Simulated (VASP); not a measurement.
# Na (P-1) in VASP: single point with PBE

Aim: the single point of Na with PBE.

Program: VASP 6.6.1. These are calculated values, not measurements. Logs are shortened: lines on timing, memory, paths and dates and some standing lists are left out, and cuts for length are marked.

## Step 1: The cell of the first run

The typed cell holds 1 atom: a = 3.972 Å, b = 3.654 Å, c = 3.721 Å, α = 118.26°, β = 122.85°, γ = 84.15°.

## Step 2: Single point, PBE

The input, INCAR:

```
PREC = Accurate ; ENCUT = 500
EDIFF = 1E-6 ; ISMEAR = 0
SIGMA = 0.034 ; LREAL = False
LASPH = True ; NELM = 120
ALGO = Normal ; ISIF = 2
LWAVE = False ; LCHARG = True
GGA = PE ; LELF = True
LVHAR = True ; NBANDS = 10
GGA_COMPAT = False
```

The input, KPOINTS:

```
regular mesh
0
Gamma
  1 4 1
```

The input, POSCAR:

```
Na
1.0
   -1.8121838239      1.9608291534      2.9405971825
    1.8550648579     -1.5991054640      2.7123057231
    1.9275598303      1.7144814704     -2.6816028869
Na
1
Direct
    0.0000000000      0.0000000000      0.0000000000
```

Potentials or basis: VASP PAW PBE potentials, release 64 (Na_pv).

Started as:

```sh
$ cat potpaw_PBE.64/Na_pv/POTCAR > POTCAR
$ mpirun -np 1 vasp_std > vasp.out
```

OUTCAR:

```text
PREC = Accurate
   ENCUT = 500
   EDIFF = 1E-6
   ISMEAR = 0
   LREAL = False
   LASPH = True
   NELM = 120
   ISIF = 2
   GGA = PE

 ion  position               nearest neighbor table
   1  0.000  0.000  0.000-

  LATTYP: Found a triclinic cell.
 ALAT       =     3.7210116440
 B/A-ratio  =     3.0729385179
 C/A-ratio  =     1.0170643794
 COS(alpha) =     0.0026210856
 COS(beta)  =     0.5259627550
 COS(gamma) =     0.8165229109

  Lattice vectors:

 A1 = (  -1.9275598303,  -1.7144814704,   2.6816028869)
 A2 = (  -0.0296139384,  -2.9518632450,  11.0468115156)
 A3 = (  -3.7826246882,  -0.1153760064,  -0.0307028362)

Analysis of symmetry for initial positions (statically):
=====================================================================
 Subroutine PRICEL returns:
 Original cell was already a primitive cell.

 Routine SETGRP: Setting up the symmetry group for a
 triclinic supercell.

 Subroutine GETGRP returns: Found  2 space group operations
 (whereof  2 operations were pure point group operations)
 out of a pool of  2 trial point group operations.

The static configuration has the point symmetry S_2 .

Analysis of symmetry for dynamics (positions and initial velocities):
=====================================================================
 Subroutine PRICEL returns:
 Original cell was already a primitive cell.

 Routine SETGRP: Setting up the symmetry group for a
 triclinic supercell.

 Subroutine GETGRP returns: Found  2 space group operations
 (whereof  2 operations were pure point group operations)
 out of a pool of  2 trial point group operations.

The dynamic configuration has the point symmetry S_2 .

 Subroutine INISYM returns: Found  2 space group operations
 (whereof  2 operations are pure point group operations),
 and found     1 'primitive' translations

----------------------------------------------------------------------------------------

                                     Primitive cell

  volume of cell :      39.0783

  direct lattice vectors                    reciprocal lattice vectors
    -1.812183824  1.960829153  2.940597182    -0.009264277  0.261083073  0.160264088
     1.855064858 -1.599105464  2.712305723     0.263567462 -0.020692301  0.176225006
     1.927559830  1.714481470 -2.681602887     0.256426121  0.265369755 -0.018925912

  length of vectors
     3.971897905  3.654450198  3.721011644     0.306487807  0.317728234  0.369504605

[... 59 lines left out ...]
   NSW    =      0    number of steps for IOM
   IBRION =     -1    ionic relax: 0-MD 1-quasi-New 2-CG
   NFREE  =      0    steps in history (QN), initial steepest desc. (CG)
   ISIF   =      2    stress and relaxation
   ISYM   =      2    0-nonsym 1-usesym 2-fastsym
   POTIM  = 0.5000    time-step for ionic-motion
   TEBEG  =    0.0;   TEEND  =   0.0 temperature during run
   PSTRESS=    0.0 pullay stress
   NELECT =       7.0000    total number of electrons
   NUPDOWN=      -1.0000    fix difference up-down
   EMIN   =  10.00;   EMAX   =-10.00  energy-range for DOS
   EFERMI =   0.00;   METHOD = LEGACY
   ISMEAR =     0;   SIGMA  =   0.03  broadening in eV -4-tet -1-fermi 0-gaus
   EFERMI_NEDOS =   21; number of points for ismear=-14 and -15
   IALGO  =     38    algorithm
   IMIX   =      4    mixing-type and parameters
     AMIX     =   0.40;   BMIX     =  1.00
     AMIX_MAG =   1.60;   BMIX_MAG =  1.00
  volume/ion in A,a.u.               =      39.08       263.71
  Fermi-wavevector in a.u.,A,eV,Ry     =   0.922846  1.743925 11.587318  0.851644
  Thomas-Fermi vector in A             =   2.048417
   LORBIT       =      0    0 simple, 1 ext, 2 COOP (PROOUT), +10 PAW based schemes
   GGA     = PE    functional components
   LHFCALC =     F    Hartree Fock is set to
   AEXX    =    0.0000 exact exchange contribution
   IVDW    =     0    specifies the selected vdW correction
   LEPSILON=     F    determine dielectric tensor
   LRPA    =     F    only Hartree local field effects (RPA)
 non-spin polarized calculation
 Gauss-broadening in eV      SIGMA  =   0.03
  energy-cutoff  :      500.00
  volume of cell :       39.08
 maximum number of plane-waves:      1000
 NGX is ok and might be reduce to    30
   NGX = 15   NGY = 13   NGZ = 13

 number of electron       7.0000002 magnetization

 Free energy of the ion-electron system (eV)
  ---------------------------------------------------
  ext. energy  EPLUGINS =         0.00000000
  ---------------------------------------------------
  free energy    TOTEN  =        -2.70425679 eV

  energy without entropy =       -2.69466557  energy(sigma->0) =       -2.69946118

 E-fermi :  -2.0104     XC(G=0):  -6.3595

 val. band max:       -2.9823897636   @ k =   0.0000   0.0000   0.0000
 cond. band min:      -2.0103939243   @ k =  -0.0000   0.2500   0.0000
 fundamental gap:      0.9719958394
 Fermi energy:        -2.0103939243

 k-point     1 :       0.0000    0.0000    0.0000
  band No.  band energies     occupation
      1     -24.7521      2.00000
      2     -24.7510      2.00000
      3     -24.7494      2.00000
      4      -2.9824      2.00000
      5       9.8664      0.00000
      6      10.8116      0.00000
      7      10.8580      0.00000
      8      11.9049      0.00000
      9      12.1425      0.00000
     10      12.2084      0.00000
[... 14 lines left out ...]
 k-point     3 :      -0.0000    0.5000    0.0000
  band No.  band energies     occupation
      1     -24.7833      2.00000
      2     -24.7572      2.00000
      3     -24.7493      2.00000
      4       0.6588      0.00000
      5       0.9954      0.00000
      6       9.5910      0.00000
      7      10.2018      0.00000
      8      10.9806      0.00000
      9      11.5950      0.00000
     10      12.2334      0.00000

------------------------ aborting loop because EDIFF is reached ----------------------------------------

  FORCE on cell =-STRESS in cart. coord.  units (eV):
  Direction    XX          YY          ZZ          XY          YZ          ZX
  --------------------------------------------------------------------------------------
  -------------------------------------------------------------------------------------
  Total       -0.6500105     -1.1024518     -0.9344683     -0.0232147     -0.1792425      0.3590835
  in kB      -26.6498940    -45.1996092    -38.3124255     -0.9517834     -7.3487949     14.7221261
  external PRESSURE =     -36.7206429 kB  Pullay stress =       0.0000000 kB

 VOLUME and BASIS-vectors are now :
 -----------------------------------------------------------------------------
  energy-cutoff  :      500.00
  volume of cell :       39.08
      direct lattice vectors                 reciprocal lattice vectors
    -1.812183824  1.960829153  2.940597182    -0.009264277  0.261083073  0.160264088
     1.855064858 -1.599105464  2.712305723     0.263567462 -0.020692301  0.176225006
     1.927559830  1.714481470 -2.681602887     0.256426121  0.265369755 -0.018925912

 POSITION                                       TOTAL-FORCE (eV/Angst)
 -----------------------------------------------------------------------------------
      0.00000      0.00000      0.00000         0.000000      0.000000     -0.000000
 -----------------------------------------------------------------------------------
    total drift:                               -0.000000     -0.000000      0.000000

  FREE ENERGIE OF THE ION-ELECTRON SYSTEM (eV)
  ---------------------------------------------------
  free  energy   TOTEN  =        -2.7042567916 eV

  energy  without entropy=       -2.6946655687  energy(sigma->0) =       -2.69946118
```

OSZICAR:

```text
N       E                     dE             d eps       ncg     rms          rms(c)
DAV:   1     0.273565374617E+02    0.27357E+02   -0.38492E+03    60   0.526E+02
DAV:   2    -0.206303354136E+01   -0.29420E+02   -0.29291E+02    60   0.147E+02
DAV:   3    -0.270132016517E+01   -0.63829E+00   -0.63810E+00    88   0.250E+01
DAV:   4    -0.270491462175E+01   -0.35945E-02   -0.35943E-02    90   0.152E+00
DAV:   5    -0.270491737054E+01   -0.27488E-05   -0.27488E-05    94   0.495E-02    0.180E-01
DAV:   6    -0.270452763194E+01    0.38974E-03   -0.37408E-04    74   0.225E-01    0.121E-01
DAV:   7    -0.270426297356E+01    0.26466E-03   -0.78361E-04    74   0.266E-01    0.153E-02
DAV:   8    -0.270425656330E+01    0.64103E-05   -0.39008E-05    80   0.101E-01    0.214E-03
DAV:   9    -0.270425679158E+01   -0.22828E-06   -0.28673E-07    54   0.547E-03
   1 F= -.27042568E+01 E0= -.26994612E+01  d E =-.959122E-02
```

stdout:

```text
POSCAR found type information on POSCAR Na
 POSCAR found :  1 types and       1 ions
 scaLAPACK will be used
 LDA part: xc-table for (Slater+PW92), standard interpolation
 POSCAR, INCAR and KPOINTS ok, starting setup
 FFT: planning ... GRIDC
 FFT: planning ... GRID_SOFT
 FFT: planning ... GRID
 WAVECAR not read
 entering main loop
```

It took 2.7 s on 1 thread of AMD EPYC 7R43 (Zen 3), shared host; peak memory 0.11 GiB.

Results:

- Free energy: -2.7043 eV
- Pressure: -3.7 GPa

Stress tensor (GPa, compression positive):
```
-2.66 -0.10  1.47
-0.10 -4.52 -0.73
 1.47 -0.73 -3.83
```

Levels at points of the mesh, in eV from the Fermi level:
```
           k point  band 2  band 3  band 4  band 5  band 6  band 7
(0.00, 0.00, 0.00)  -22.74  -22.74   -0.97   11.88   12.82   12.87
(0.00, 0.50, 0.00)  -22.75  -22.74    2.67    3.01   11.60   12.21
```

Caveat: the k points lie up to 2.32 Å⁻¹ apart.
